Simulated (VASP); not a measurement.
# AlN (P-1) in VASP: single point with PBEsol

Aim: the single point of AlN with PBEsol.

All numbers are computed with VASP 6.6.1; they aren't measurements. Logs are shortened: lines on timing, memory, paths and dates and some standing lists are left out, and cuts for length are marked.

## (1) The cell of the first run

The typed cell holds 2 atoms: a = 2.804 Å, b = 2.746 Å, c = 2.862 Å, α = 62.67°, β = 63.32°, γ = 62.04°.

## (2) Single point, PBEsol (engineering shear strain xz -0.0800, engineering shear strain yz -0.0400)

Input file INCAR:

```
SYSTEM = AlN
  PREC = Accurate
  ENCUT = 520
  EDIFF = 1E-6
  ISMEAR = 0
  SIGMA = 0.05
  LREAL = .FALSE.
  LASPH = .TRUE.
  NELM = 60
  ALGO = Normal
  ISIF = 2
  LWAVE = .FALSE.
  LCHARG = .FALSE.
  GGA = PS
  NBANDS = 11
```

Input file KPOINTS:

```
Automatic mesh
0
G
  10 10 10
  0 0 0
```

Input file POSCAR:

```
AlN
1.0
   -0.0808908813      1.9818265923      1.9818265923
    1.9413811517     -0.0404454407      1.9413811517
    2.0222720330      2.0222720330     -0.1213363220
Al N
1 1
Direct
    0.5000000000      0.5000000000      0.5000000000
    0.0000000000      0.0000000000      0.0000000000
```

Potentials or basis: VASP PAW PBE potentials, release 64 (Al, N).

Started as:

```bash
cat potpaw_PBE.64/Al/POTCAR potpaw_PBE.64/N/POTCAR > POTCAR
mpirun -np 1 vasp_std > vasp.out
```

OUTCAR:

```text
SYSTEM = AlN
   PREC = Accurate
   ENCUT = 520
   EDIFF = 1E-6
   ISMEAR = 0
   LREAL = .FALSE.
   LASPH = .TRUE.
   NELM = 60
   ISIF = 2
   GGA = PS

 ion  position               nearest neighbor table
   1  0.500  0.500  0.500-   2 2.02   2 2.02   2 2.02   2 2.02   2 2.02   2 2.02
   2  0.000  0.000  0.000-   1 2.02   1 2.02   1 2.02   1 2.02   1 2.02   1 2.02

  LATTYP: Found a triclinic cell.
 ALAT       =     4.7562531287
 B/A-ratio  =     0.5773085184
 C/A-ratio  =     0.6254075250
 COS(alpha) =     0.0002002803
 COS(beta)  =     0.3010836005
 COS(gamma) =     0.8537502412

  Lattice vectors:

 A1 = (  -1.8604902704,  -1.9413811516,  -3.9232077440)
 A2 = (  -1.9413811517,   0.0404454407,  -1.9413811517)
 A3 = (   2.1031629143,   0.0404454407,  -2.1031629143)

Analysis of symmetry for initial positions (statically):
=====================================================================
 Subroutine PRICEL returns:
 Original cell was already a primitive cell.

 Routine SETGRP: Setting up the symmetry group for a
 triclinic supercell.

 Subroutine GETGRP returns: Found  2 space group operations
 (whereof  2 operations were pure point group operations)
 out of a pool of  2 trial point group operations.

The static configuration has the point symmetry S_2 .

Analysis of symmetry for dynamics (positions and initial velocities):
=====================================================================
 Subroutine PRICEL returns:
 Original cell was already a primitive cell.

 Routine SETGRP: Setting up the symmetry group for a
 triclinic supercell.

 Subroutine GETGRP returns: Found  2 space group operations
 (whereof  2 operations were pure point group operations)
 out of a pool of  2 trial point group operations.

The dynamic configuration has the point symmetry S_2 .

 Subroutine INISYM returns: Found  2 space group operations
 (whereof  2 operations are pure point group operations),
 and found     1 'primitive' translations

----------------------------------------------------------------------------------------

                                     Primitive cell

  volume of cell :      16.5074

  direct lattice vectors                    reciprocal lattice vectors
    -0.080890881  1.981826592  1.981826592    -0.237535165  0.252102403  0.242787299
     1.941381152 -0.040445441  1.941381152     0.257354537 -0.242192717  0.252696984
     2.022272033  2.022272033 -0.121336322     0.237931553  0.242589105 -0.232877613

  length of vectors
     2.803893118  2.745825447  2.862497311     0.422994384  0.434447276  0.411937957

  position of ions in fractional coordinates (direct lattice)
     0.500000000  0.500000000  0.500000000
     0.000000000  0.000000000  0.000000000

[... 83 lines left out ...]
   ISYM   =      2    0-nonsym 1-usesym 2-fastsym
   POTIM  = 0.5000    time-step for ionic-motion
   TEBEG  =    0.0;   TEEND  =   0.0 temperature during run
   PSTRESS=    0.0 pullay stress
   NELECT =       8.0000    total number of electrons
   NUPDOWN=      -1.0000    fix difference up-down
   EMIN   =  10.00;   EMAX   =-10.00  energy-range for DOS
   EFERMI =   0.00;   METHOD = LEGACY
   ISMEAR =     0;   SIGMA  =   0.05  broadening in eV -4-tet -1-fermi 0-gaus
   EFERMI_NEDOS =   21; number of points for ismear=-14 and -15
   IALGO  =     38    algorithm
   IMIX   =      4    mixing-type and parameters
     AMIX     =   0.40;   BMIX     =  1.00
     AMIX_MAG =   1.60;   BMIX_MAG =  1.00
  volume/ion in A,a.u.               =       8.25        55.70
  Fermi-wavevector in a.u.,A,eV,Ry     =   1.285913  2.430024 22.498232  1.653573
  Thomas-Fermi vector in A             =   2.418019
   LORBIT       =      0    0 simple, 1 ext, 2 COOP (PROOUT), +10 PAW based schemes
   GGA     = PS    functional components
   LHFCALC =     F    Hartree Fock is set to
   AEXX    =    0.0000 exact exchange contribution
   IVDW    =     0    specifies the selected vdW correction
   LEPSILON=     F    determine dielectric tensor
   LRPA    =     F    only Hartree local field effects (RPA)
 non-spin polarized calculation
 Gauss-broadening in eV      SIGMA  =   0.05
  energy-cutoff  :      520.00
  volume of cell :       16.51
 maximum number of plane-waves:       458
 NGX is ok and might be reduce to    24
   NGX = 11   NGY = 11   NGZ = 11

 number of electron       8.0000001 magnetization

 Free energy of the ion-electron system (eV)
  ---------------------------------------------------
  ext. energy  EPLUGINS =         0.00000000
  ---------------------------------------------------
  free energy    TOTEN  =       -15.31969793 eV

  energy without entropy =      -15.31969793  energy(sigma->0) =      -15.31969793

 E-fermi :  10.7778     XC(G=0): -12.4607

 val. band max:       10.5513082252   @ k =   0.0000   0.0000   0.0000
 cond. band min:      13.4366806416   @ k =   0.5000  -0.0000   0.5000
 fundamental gap:      2.8853724165
 Fermi energy:        10.7777907172

 k-point     1 :       0.0000    0.0000    0.0000
  band No.  band energies     occupation
      1      -7.6427      2.00000
      2       9.2950      2.00000
      3       9.9241      2.00000
      4      10.5513      2.00000
      5      15.2920      0.00000
      6      20.7481      0.00000
      7      22.0205      0.00000
      8      23.4970      0.00000
      9      26.5982      0.00000
     10      27.6619      0.00000
     11      27.7627      0.00000
[... 309 lines left out ...]
 k-point    24 :      -0.3000    0.2000   -0.0000
  band No.  band energies     occupation
      1      -4.6859      2.00000
      2       3.3834      2.00000
      3       6.4030      2.00000
      4       8.8118      2.00000
      5      17.9541      0.00000
      6      19.8707      0.00000
      7      20.6063      0.00000
      8      22.7857      0.00000
      9      26.6882      0.00000
     10      29.4437      0.00000
     11      31.0111      0.00000

 [... further k-points ...]
[... 5 lines left out ...]
  --------------------------------------------------------------------------------------
  -------------------------------------------------------------------------------------
  Total        0.1565612     -0.0580439      0.2279701     -0.1453433      1.2774412      2.5849852
  in kB       15.1955156     -5.6336270     22.1263240    -14.1067278    123.9858856    250.8934830
  external PRESSURE =      10.5627375 kB  Pullay stress =       0.0000000 kB

 VOLUME and BASIS-vectors are now :
 -----------------------------------------------------------------------------
  energy-cutoff  :      520.00
  volume of cell :       16.51
      direct lattice vectors                 reciprocal lattice vectors
    -0.080890881  1.981826592  1.981826592    -0.237535165  0.252102403  0.242787299
     1.941381152 -0.040445441  1.941381152     0.257354537 -0.242192717  0.252696984
     2.022272033  2.022272033 -0.121336322     0.237931553  0.242589105 -0.232877613

 POSITION                                       TOTAL-FORCE (eV/Angst)
 -----------------------------------------------------------------------------------
      1.94138      1.98183      1.90094         0.000000      0.000000     -0.000000
      0.00000      0.00000      0.00000        -0.000000     -0.000000      0.000000
 -----------------------------------------------------------------------------------
    total drift:                                0.000000     -0.000000     -0.000000

  FREE ENERGIE OF THE ION-ELECTRON SYSTEM (eV)
  ---------------------------------------------------
  free  energy   TOTEN  =       -15.3196979251 eV

  energy  without entropy=      -15.3196979251  energy(sigma->0) =      -15.31969793
```

stdout:

```text
POSCAR found type information on POSCAR AlN
 POSCAR found :  2 types and       2 ions
 scaLAPACK will be used
 -----------------------------------------------------------------------------
|                                                                             |
|                                                                             |
|     You enforced a specific xc type in the INCAR file but a different       |
|     I HOPE YOU KNOW WHAT YOU ARE DOING!                                     |
|                                                                             |
 -----------------------------------------------------------------------------

 LDA part: xc-table for (Slater+PW92), standard interpolation
 POSCAR, INCAR and KPOINTS ok, starting setup
 FFT: planning ... GRIDC
 FFT: planning ... GRID_SOFT
 FFT: planning ... GRID
 WAVECAR not read
 entering main loop
```

Run time: 37 s. Hardware: 1 thread of Intel Xeon Platinum 8488C (Sapphire Rapids), shared host; peak memory 0.2 GiB.

What came out:

```
Free energy            : -15.3197 eV
Pressure               : 1.1 GPa
Band gap on the k mesh : 2.89 eV, indirect (least direct gap 4.74 eV)
```

Caveat: the cell differs from its parent crystal (engineering shear strain xz -0.0800, engineering shear strain yz -0.0400); the PAW data sets were made with another functional, which shifts forces and pressure a little. A k mesh can miss the band edges.
